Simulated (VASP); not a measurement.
Crystal: CuAu.

```xyz
2
Lattice="2.8000 0.0000 0.0000 0.0000 2.8000 0.0000 0.0000 0.0000 3.6700" Properties=species:S:1:pos:R:3 pbc="T T T"
Cu    1.4000    1.4000    1.8350
Au    0.0000    0.0000    0.0000
```

Program: VASP 6.6.1. Alike in all runs: potentials or basis VASP PAW PBE potentials, release 64 (Cu, Au); no spin polarisation; cell as given; cutoff (eV) 520; smearing fermi-dirac 0.05 eV.

**Question.** Order these runs on this cell by their pressure, lowest first.
A. level r2SCAN; k mesh 13 × 13 × 10
B. level PBEsol; k mesh 13 × 13 × 10
C. level PBE; k mesh 4 × 4 × 3

**Answer.** B (-2.0 GPa), A (2.1 GPa), C (7.6 GPa).

Caveats: some runs use coarse meshes; the PAW data sets were made with another functional, which shifts forces and pressure a little (some runs).
